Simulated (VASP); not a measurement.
# Mn (Pm-3m) in VASP: single point with PBE

Aim: the single point of Mn with PBE.

Program: VASP 6.6.1. These are calculated values, not measurements. Logs are shortened: lines on timing, memory, paths and dates and some standing lists are left out, and cuts for length are marked.

### 1 The cell of the first run

Symmetry: Pm-3m, No. 221, cubic system. Conventional cell: a = 1.901 Å, b = 1.901 Å, c = 1.901 Å, α = 90.00°, β = 90.00°, γ = 90.00°. Within 2.5 Å of Mn (site symmetry m-3m) lie 6 Mn at 1.90 Å.

This isn't the form of Mn at room conditions, which is a 58-atom cubic cell.

### 2 Single point, PBE, collinear spin, ferromagnetic start

INCAR reads:

```
SYSTEM = Mn
ALGO     = Normal         ! electronic algorithm
EDIFF    = 1E-6           ! SCF threshold, eV
ENCUT    = 680            ! plane-wave cutoff, eV
GGA      = PE             ! functional
GGA_COMPAT= .False.      
ISIF     = 2              ! what is computed and relaxed
ISMEAR   = -1             ! smearing method
ISPIN    = 2              ! spin polarisation
LASPH    = .True.         ! aspherical terms in the spheres
LCHARG   = .False.        ! write CHGCAR
LMAXMIX  = 4              ! l up to which the mixer works
LORBIT   = 11             ! projections on sites
LREAL    = .False.        ! projectors in reciprocal space
LWAVE    = .False.        ! write WAVECAR
MAGMOM   = 3              ! initial moments
NBANDS   = 18             ! bands
NELM     = 200            ! most SCF steps
PREC     = Accurate       ! precision mode
SIGMA    = 0.1            ! smearing width, eV
```

KPOINTS reads:

```
k-points
0
Gamma
  20 20 20
  0 0 0
```

POSCAR reads:

```
Mn
1.0
    1.9006395086      0.0000000000      0.0000000000
    0.0000000000      1.9006395086      0.0000000000
    0.0000000000      0.0000000000      1.9006395086
Mn
1
Direct
    0.0000000000      0.0000000000      0.0000000000
```

Potentials or basis: VASP PAW PBE potentials, release 64 (Mn_sv).

Launch:

```console
$ cat potpaw_PBE.64/Mn_sv/POTCAR > POTCAR
$ mpirun -np 1 vasp_std > vasp.out
```

OUTCAR:

```text
SYSTEM = Mn
   EDIFF = 1E-6
   ENCUT = 680
   GGA = PE
   ISIF = 2
   ISMEAR = -1
   ISPIN = 2
   LASPH = .True.
   LORBIT = 11
   LREAL = .False.
   NELM = 200
   PREC = Accurate

 ion  position               nearest neighbor table
   1  0.000  0.000  0.000-

  LATTYP: Found a simple cubic cell.
 ALAT       =     1.9006395086

  Lattice vectors:

 A1 = (   1.9006395086,   0.0000000000,   0.0000000000)
 A2 = (   0.0000000000,   1.9006395086,   0.0000000000)
 A3 = (   0.0000000000,   0.0000000000,   1.9006395086)

Analysis of symmetry for initial positions (statically):
=====================================================================
 Subroutine PRICEL returns:
 Original cell was already a primitive cell.

 Routine SETGRP: Setting up the symmetry group for a
 simple cubic supercell.

 Subroutine GETGRP returns: Found 48 space group operations
 (whereof 48 operations were pure point group operations)
 out of a pool of 48 trial point group operations.

The static configuration has the point symmetry O_h .

Analysis of symmetry for dynamics (positions and initial velocities):
=====================================================================
 Subroutine PRICEL returns:
 Original cell was already a primitive cell.

 Routine SETGRP: Setting up the symmetry group for a
 simple cubic supercell.

 Subroutine GETGRP returns: Found 48 space group operations
 (whereof 48 operations were pure point group operations)
 out of a pool of 48 trial point group operations.

The dynamic configuration has the point symmetry O_h .

Analysis of structural, dynamic, and magnetic symmetry:
=====================================================================
 Subroutine PRICEL returns:
 Original cell was already a primitive cell.

 Routine SETGRP: Setting up the symmetry group for a
 simple cubic supercell.

 Subroutine GETGRP returns: Found 48 space group operations
 (whereof 48 operations were pure point group operations)
 out of a pool of 48 trial point group operations.

The overall configuration has the point symmetry O_h .

 Subroutine INISYM returns: Found 48 space group operations
 (whereof 48 operations are pure point group operations),
 and found     1 'primitive' translations

----------------------------------------------------------------------------------------

                                     Primitive cell

  volume of cell :       6.8659

  direct lattice vectors                    reciprocal lattice vectors
     1.900639509  0.000000000  0.000000000     0.526138700  0.000000000  0.000000000
     0.000000000  1.900639509  0.000000000     0.000000000  0.526138700  0.000000000
     0.000000000  0.000000000  1.900639509     0.000000000  0.000000000  0.526138700

  length of vectors
     1.900639509  1.900639509  1.900639509     0.526138700  0.526138700  0.526138700

  position of ions in fractional coordinates (direct lattice)
     0.000000000  0.000000000  0.000000000

  ion indices of the primitive-cell ions
   primitive index   ion index
                 1           1

----------------------------------------------------------------------------------------

 KPOINTS: k-points

Automatic generation of k-mesh.
 Grid dimensions read from file:
 generate k-points for:   20   20   20

 Generating k-lattice:

  Cartesian coordinates                     Fractional coordinates (reciprocal lattice)
     0.026306935  0.000000000  0.000000000     0.050000000  0.000000000  0.000000000
     0.000000000  0.026306935  0.000000000     0.000000000  0.050000000  0.000000000
     0.000000000  0.000000000  0.026306935     0.000000000  0.000000000  0.050000000

  Length of vectors
     0.026306935  0.026306935  0.026306935

  Shift w.r.t. Gamma in fractional coordinates (k-lattice)
     0.000000000  0.000000000  0.000000000

 Subroutine IBZKPT returns following result:
 ===========================================

 Found    286 irreducible k-points:

 Following reciprocal coordinates:
            Coordinates               Weight
  0.000000  0.000000  0.000000      1.000000
  0.050000  0.000000  0.000000      6.000000
  0.100000  0.000000  0.000000      6.000000
  0.150000  0.000000  0.000000      6.000000
  0.200000  0.000000  0.000000      6.000000
  0.250000  0.000000  0.000000      6.000000
[... 16 lines left out ...]
  0.150000  0.100000  0.000000     24.000000
  0.200000  0.100000  0.000000     24.000000
 [... further k-points ...]
   k-points           NKPTS =    286   k-points in BZ     NKDIM =    286   number of bands    NBANDS=     18
   number of dos      NEDOS =    301   number of ions     NIONS =      1
   total plane-waves  NPLWV =   4096
   dimension x,y,z NGX =    16 NGY =   16 NGZ =   16
   dimension x,y,z NGXF=    32 NGYF=   32 NGZF=   32
   ions per type =               1
   NGX,Y,Z   is equivalent  to a cutoff of  13.99, 13.99, 13.99 a.u.
   NGXF,Y,Z  is equivalent  to a cutoff of  27.99, 27.99, 27.99 a.u.
 SYSTEM =  Mn
   PREC   = accura    normal or accurate (medium, high low for compatibility)
   ISTART =      0    job   : 0-new  1-cont  2-samecut
   ICHARG =      2    charge: 1-file 2-atom 10-const
   ISPIN  =      2    spin polarized calculation?
   LNONCOLLINEAR =      F non collinear calculations
   LSORBIT =      F    spin-orbit coupling
   LASPH  =      T    aspherical Exc in radial PAW
   ENCUT  =  680.0 eV  49.98 Ry    7.07 a.u.   4.04  4.04  4.04*2*pi/ulx,y,z
   NELM   =    200;   NELMIN=  2; NELMDL= -5     # of ELM steps
   EDIFF  = 0.1E-05   stopping-criterion for ELM
   LREAL  =      F    real-space projection
   EDIFFG = 0.1E-04   stopping-criterion for IOM
   NSW    =      0    number of steps for IOM
   IBRION =     -1    ionic relax: 0-MD 1-quasi-New 2-CG
   NFREE  =      0    steps in history (QN), initial steepest desc. (CG)
   ISIF   =      2    stress and relaxation
   ISYM   =      2    0-nonsym 1-usesym 2-fastsym
   POTIM  = 0.5000    time-step for ionic-motion
   TEBEG  =    0.0;   TEEND  =   0.0 temperature during run
   PSTRESS=    0.0 pullay stress
   NELECT =      15.0000    total number of electrons
   NUPDOWN=      -1.0000    fix difference up-down
   EMIN   =  10.00;   EMAX   =-10.00  energy-range for DOS
   EFERMI =   0.00;   METHOD = LEGACY
   ISMEAR =    -1;   SIGMA  =   0.10  broadening in eV -4-tet -1-fermi 0-gaus
   EFERMI_NEDOS =   21; number of points for ismear=-14 and -15
   IALGO  =     38    algorithm
   IMIX   =      4    mixing-type and parameters
     AMIX     =   0.40;   BMIX     =  1.00
     AMIX_MAG =   1.60;   BMIX_MAG =  1.00
  volume/ion in A,a.u.               =       6.87        46.33
  Fermi-wavevector in a.u.,A,eV,Ry     =   2.124249  4.014249 61.395411  4.512435
  Thomas-Fermi vector in A             =   3.107826
   LORBIT       =     11    0 simple, 1 ext, 2 COOP (PROOUT), +10 PAW based schemes
   GGA     = PE    functional components
   LHFCALC =     F    Hartree Fock is set to
   AEXX    =    0.0000 exact exchange contribution
   IVDW    =     0    specifies the selected vdW correction
   LEPSILON=     F    determine dielectric tensor
   LRPA    =     F    only Hartree local field effects (RPA)
 spin polarized calculation
  energy-cutoff  :      680.00
  volume of cell :        6.87
 maximum number of plane-waves:       292
   NGX =  9   NGY =  9   NGZ =  9

 number of electron      15.0000024 magnetization       0.0004172

 number of electron      15.0000024 magnetization      -0.0000162

 Free energy of the ion-electron system (eV)
  ---------------------------------------------------
  ext. energy  EPLUGINS =         0.00000000
  ---------------------------------------------------
  free energy    TOTEN  =        -4.57459746 eV

  energy without entropy =       -4.54711028  energy(sigma->0) =       -4.56085387

 E-fermi :  24.0600     XC(G=0): -16.9472

 val. band max:       24.0588558283   @ k =   0.3500   0.2000   0.0500
 cond. band min:      24.0647319470   @ k =   0.5000   0.5000   0.0500
 fundamental gap:      0.0058761187
 Fermi energy:        24.0599626078

 spin component 1

 k-point     1 :       0.0000    0.0000    0.0000
  band No.  band energies     occupation
      1     -57.0525      1.00000
      2     -23.2504      1.00000
      3     -23.2504      1.00000
      4     -23.2504      1.00000
      5      13.9245      1.00000
      6      16.6242      1.00000
[... 10 lines left out ...]
     17      75.5450      0.00000
     18      75.5450      0.00000

 k-point     2 :       0.0500    0.0000    0.0000
  band No.  band energies     occupation
      1     -57.0320      1.00000
      2     -23.3592      1.00000
      3     -23.2411      1.00000
      4     -23.2411      1.00000
      5      14.0559      1.00000
      6      16.6576      1.00000
[... 10 lines left out ...]
     17      75.4170      0.00000
     18      75.5523      0.00000
[... 442 lines left out ...]
 k-point    24 :       0.2000    0.1000    0.0000
  band No.  band energies     occupation
      1     -56.6791      1.00000
      2     -24.6838      1.00000
      3     -23.5240      1.00000
      4     -23.0827      1.00000
      5      16.0261      1.00000
      6      17.5644      1.00000
[... 10 lines left out ...]
     17      74.8784      0.00000
     18      75.2992      0.00000

 [... further k-points ...]

 spin component 2

 k-point     1 :       0.0000    0.0000    0.0000
  band No.  band energies     occupation
      1     -57.0525      1.00000
      2     -23.2505      1.00000
      3     -23.2505      1.00000
      4     -23.2505      1.00000
      5      13.9244      1.00000
      6      16.6242      1.00000
[... 10 lines left out ...]
     17      75.5450      0.00000
     18      75.5450      0.00000

 k-point     2 :       0.0500    0.0000    0.0000
  band No.  band energies     occupation
      1     -57.0321      1.00000
      2     -23.3592      1.00000
      3     -23.2411      1.00000
      4     -23.2411      1.00000
      5      14.0559      1.00000
      6      16.6576      1.00000
[... 10 lines left out ...]
     17      75.4270      0.00000
     18      75.5523      0.00000
[... 442 lines left out ...]
 k-point    24 :       0.2000    0.1000    0.0000
  band No.  band energies     occupation
      1     -56.6792      1.00000
      2     -24.6839      1.00000
      3     -23.5241      1.00000
      4     -23.0827      1.00000
      5      16.0261      1.00000
      6      17.5644      1.00000
[... 10 lines left out ...]
     17      74.8784      0.00000
     18      75.2992      0.00000

 [... further k-points ...]

------------------------ aborting loop because EDIFF is reached ----------------------------------------

  FORCE on cell =-STRESS in cart. coord.  units (eV):
  Direction    XX          YY          ZZ          XY          YZ          ZX
  --------------------------------------------------------------------------------------
  -------------------------------------------------------------------------------------
  Total       15.8464197     15.8464197     15.8464197      0.0000000      0.0000000      0.0000000
  in kB     3697.7920042   3697.7920042   3697.7920042      0.0000000      0.0000000      0.0000000
  external PRESSURE =    3697.7920042 kB  Pullay stress =       0.0000000 kB

 VOLUME and BASIS-vectors are now :
 -----------------------------------------------------------------------------
  energy-cutoff  :      680.00
  volume of cell :        6.87
      direct lattice vectors                 reciprocal lattice vectors
     1.900639509  0.000000000  0.000000000     0.526138700  0.000000000  0.000000000
     0.000000000  1.900639509  0.000000000     0.000000000  0.526138700  0.000000000
     0.000000000  0.000000000  1.900639509     0.000000000  0.000000000  0.526138700

 POSITION                                       TOTAL-FORCE (eV/Angst)
 -----------------------------------------------------------------------------------
      0.00000      0.00000      0.00000         0.000000      0.000000      0.000000
 -----------------------------------------------------------------------------------
    total drift:                               -0.000000      0.000000      0.000000

  FREE ENERGIE OF THE ION-ELECTRON SYSTEM (eV)
  ---------------------------------------------------
  free  energy   TOTEN  =        -4.5745974581 eV

  energy  without entropy=       -4.5471102799  energy(sigma->0) =       -4.56085387

 total charge

# of ion       s       p       d       tot
------------------------------------------
    1        2.393   6.170   5.529  14.092

 magnetization (x)

# of ion       s       p       d       tot
------------------------------------------
    1        0.000   0.000   0.000   0.000
```

Run time: 64 s. Hardware: 1 thread of Intel Xeon Platinum 8175M at 2.50GHz (Skylake/Cascade Lake), shared host; peak memory 0.18 GiB.

What came out:

| Quantity | Value |
| --- | --- |
| Free energy | -4.5746 eV |
| Pressure | 369.8 GPa |
| Net moment | 0.00 μB per cell |
| Valence electrons inside the program's atomic spheres | Mn 14.09 |

Caveat: atoms lie so close that the PAW spheres overlap strongly, which falsifies energies and pressures; the cell stands under pressure; the moments typed at the start vanished in this run.
